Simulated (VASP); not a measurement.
# P in VASP: a series of runs, part 2 of 2

VASP 6.6.1.

## 3. Single point, PBEsol

This run uses another cell than the first one, of 12.59 Å³/atom.

The input, INCAR:

```
SYSTEM = P
PREC     = Accurate       ! precision mode
ENCUT    = 520            ! plane-wave cutoff, eV
EDIFF    = 1E-7           ! SCF threshold, eV
ISMEAR   = -1             ! smearing method
SIGMA    = 0.05           ! smearing width, eV
LREAL    = .False.        ! projectors in reciprocal space
LASPH    = .True.         ! aspherical terms in the spheres
NELM     = 100            ! most SCF steps
ALGO     = Normal         ! electronic algorithm
ISIF     = 2              ! what is computed and relaxed
LWAVE    = .False.        ! write WAVECAR
LCHARG   = .False.        ! write CHGCAR
GGA      = PS             ! functional
NBANDS   = 12             ! bands
```

The input, KPOINTS:

```
regular mesh
0
Gamma
  9 9 9
  0 0 0
```

The input, POSCAR:

```
P
1.0
    1.6443398109      0.9493600325      2.6891184611
   -1.6443398109      0.9493600325      2.6891184611
    0.0000000000     -1.8987200649      2.6891184611
P
2
Direct
    0.7545527644      0.7545527644      0.7545527644
    0.2454472356      0.2454472356      0.2454472356
```

Potentials or basis: VASP PAW PBE potentials, release 64 (P).

Command:

```sh
cat potpaw_PBE.64/P/POTCAR > POTCAR
mpirun -np 1 vasp_std > vasp.out
```

It took 6.4 s on 1 thread of Intel Xeon 6975P-C (Granite Rapids), shared host; peak memory 0.14 GiB.

The run converged. Its results:

| Quantity | Value |
| --- | --- |
| Free energy | -11.3531 eV |
| Pressure | 20.1 GPa |
| Largest force | 0.013 eV/Å |
| Band gap on the k mesh | zero (bands 5 and 6 overlap by 2.73 eV) |

Forces on the atoms (eV/Å):
```
P    0.000  0.000  0.013
P    0.000  0.000 -0.013
```

Levels at points of the mesh, in eV from the Fermi level:
| k point | band 2 | band 3 | band 4 | band 5 | band 6 | band 7 | band 8 | band 9 |
| --- | --- | --- | --- | --- | --- | --- | --- | --- |
| (0.00, 0.00, 0.00) | -2.35 | -2.35 | -2.32 | 0.19 | 3.93 | 4.07 | 4.07 | 5.89 |

Caveat: the cell stands under pressure; the PAW data sets were made with another functional, which shifts forces and pressure a little.

## 4. Single point, PBEsol

This run uses another cell than the first one, of 13.34 Å³/atom.

The input, INCAR:

```
SYSTEM = P
PREC = Accurate
ENCUT = 520
EDIFF = 1E-7
ISMEAR = -1
SIGMA = 0.05
LREAL = .False.
LASPH = .True.
NELM = 80
ALGO = Normal
ISIF = 2
LWAVE = .False.
LCHARG = .False.
GGA = PS
NBANDS = 12
```

KPOINTS is that of step 3.

The input, POSCAR:

```
P
1.0
    1.6772124403      0.9683390539      2.7380666095
   -1.6772124403      0.9683390539      2.7380666095
    0.0000000000     -1.9366781077      2.7380666095
P
2
Direct
    0.7570292896      0.7570292896      0.7570292896
    0.2429707104      0.2429707104      0.2429707104
```

Potentials or basis: VASP PAW PBE potentials, release 64 (P).

Command:

```sh
cat potpaw_PBE.64/P/POTCAR > POTCAR
mpirun -np 1 vasp_std > vasp.out
```

OUTCAR:

```text
SYSTEM = P
   PREC = Accurate
   ENCUT = 520
   EDIFF = 1E-7
   ISMEAR = -1
   LREAL = .False.
   LASPH = .True.
   NELM = 80
   ISIF = 2
   GGA = PS

 ion  position               nearest neighbor table
   1  0.757  0.757  0.757-   2 2.31   2 2.31   2 2.31   2 2.44   2 2.44   2 2.44
   2  0.243  0.243  0.243-   1 2.31   1 2.31   1 2.31   1 2.44   1 2.44   1 2.44

  LATTYP: Found a trigonal (rhomboedric) cell.
 ALAT       =     3.3537636845
 COS(alpha) =     0.4998028301

  Lattice vectors:

 A1 = (   1.6772124403,   0.9683390539,   2.7380666095)
 A2 = (  -1.6772124403,   0.9683390539,   2.7380666095)
 A3 = (   0.0000000000,  -1.9366781077,   2.7380666095)

Analysis of symmetry for initial positions (statically):
=====================================================================
 Subroutine PRICEL returns:
 Original cell was already a primitive cell.

 Routine SETGRP: Setting up the symmetry group for a
 trigonal (rhombohedral) supercell.

 Subroutine GETGRP returns: Found 12 space group operations
 (whereof 12 operations were pure point group operations)
 out of a pool of 12 trial point group operations.

The static configuration has the point symmetry D_3d.
[... 165 lines left out ...]
 fundamental gap:      0.0612501426
 Fermi energy:        10.9893871130

 k-point     1 :       0.0000    0.0000    0.0000
  band No.  band energies     occupation
      1      -6.5712      2.00000
      2       8.5588      2.00000
      3       8.5588      2.00000
      4       8.6899      2.00000
      5      10.3182      2.00000
      6      14.7508      0.00000
      7      15.0444      0.00000
      8      15.0444      0.00000
      9      16.5490      0.00000
     10      16.5490      0.00000
     11      16.9263      0.00000
     12      17.6771      0.00000
[... 331 lines left out ...]
 k-point    24 :       0.4444    0.4444    0.0000
  band No.  band energies     occupation
      1      -2.2110      2.00000
      2       1.8489      2.00000
      3       3.7231      2.00000
      4       5.1937      2.00000
      5       5.2897      2.00000
      6      11.2103      0.02383
      7      19.4331      0.00000
      8      19.5251      0.00000
      9      20.2990      0.00000
     10      21.9847      0.00000
     11      25.9074      0.00000
     12      25.9152      0.00000

 [... further k-points ...]
[... 5 lines left out ...]
  --------------------------------------------------------------------------------------
  -------------------------------------------------------------------------------------
  Total        1.6787604      1.6787604      1.6849309     -0.0000000      0.0000000      0.0000000
  in kB      100.8064941    100.8064941    101.1770222     -0.0000000      0.0000000      0.0000000
  external PRESSURE =     100.9300035 kB  Pullay stress =       0.0000000 kB

 VOLUME and BASIS-vectors are now :
 -----------------------------------------------------------------------------
  energy-cutoff  :      520.00
  volume of cell :       26.68
      direct lattice vectors                 reciprocal lattice vectors
     1.677212440  0.968339054  2.738066610     0.298113696  0.172116023  0.121740403
    -1.677212440  0.968339054  2.738066610    -0.298113696  0.172116023  0.121740403
     0.000000000 -1.936678108  2.738066610     0.000000000 -0.344232046  0.121740403

 POSITION                                       TOTAL-FORCE (eV/Angst)
 -----------------------------------------------------------------------------------
      0.00000      0.00000      6.21839         0.000000      0.000000      0.018944
      0.00000      0.00000      1.99581         0.000000     -0.000000     -0.018944
 -----------------------------------------------------------------------------------
    total drift:                                0.000000     -0.000000      0.000000

  FREE ENERGIE OF THE ION-ELECTRON SYSTEM (eV)
  ---------------------------------------------------
  free  energy   TOTEN  =       -11.4943071387 eV

  energy  without entropy=      -11.4900375243  energy(sigma->0) =      -11.49217233
```

OSZICAR:

```text
N       E                     dE             d eps       ncg     rms          rms(c)
DAV:   1     0.208129057365E+02    0.20813E+02   -0.45850E+03  2040   0.731E+02
DAV:   2    -0.104377517037E+02   -0.31251E+02   -0.29613E+02  2664   0.123E+02
DAV:   3    -0.115266177425E+02   -0.10889E+01   -0.10788E+01  2616   0.207E+01
DAV:   4    -0.115318563262E+02   -0.52386E-02   -0.52376E-02  2388   0.177E+00
DAV:   5    -0.115318868565E+02   -0.30530E-04   -0.30530E-04  2648   0.126E-01    0.762E+00
DAV:   6    -0.115074048255E+02    0.24482E-01   -0.48506E-03  2444   0.421E-01    0.453E+00
DAV:   7    -0.114943031801E+02    0.13102E-01   -0.90390E-03  2444   0.634E-01    0.120E-01
DAV:   8    -0.114942962935E+02    0.68866E-05   -0.81359E-04  2428   0.201E-01    0.611E-02
DAV:   9    -0.114943049179E+02   -0.86244E-05   -0.32325E-05  2552   0.405E-02    0.412E-02
DAV:  10    -0.114943070609E+02   -0.21430E-05   -0.18568E-06  2464   0.102E-02    0.526E-03
DAV:  11    -0.114943071387E+02   -0.77832E-07   -0.58977E-08  1836   0.182E-03
   1 F= -.11494307E+02 E0= -.11492172E+02  d E =-.426961E-02
```

Wall time 12 s (1 thread of Intel Xeon 6975P-C (Granite Rapids), shared host); peak memory 0.15 GiB.

Results:

* Free energy: -11.4943 eV
* Pressure: 10.1 GPa
* Largest force: 0.019 eV/Å
* Band gap on the k mesh: zero (bands 5 and 6 overlap by 2.42 eV)

Forces on the atoms (eV/Å):
```
P    0.000  0.000  0.019
P    0.000  0.000 -0.019
```

Caveat: the cell stands under pressure; the PAW data sets were made with another functional, which shifts forces and pressure a little.

## 5. The runs side by side

```csv
cell,gap on the mesh (eV),pressure (GPa),largest force (eV/Å)
"a = 3.239 Å, angles 60.0°, 2 atoms, atomic positions A",none,30.1,-
"a = 3.292 Å, angles 59.9°, 2 atoms, atomic positions B",none,20.1,0.01
"a = 3.354 Å, angles 60.0°, 2 atoms, atomic positions C",none,10.1,0.02
```

Alike in all rows: task single point; level PBEsol; potentials or basis VASP PAW PBE potentials, release 64 (P); no spin polarisation; k mesh 9 × 9 × 9; cutoff (eV) 520; smearing fermi-dirac 0.05 eV.

Caveats: the cell stands under pressure; the PAW data sets were made with another functional, which shifts forces and pressure a little.

Total energies depend on the potentials used, so only differences within one code and one set of settings carry meaning.
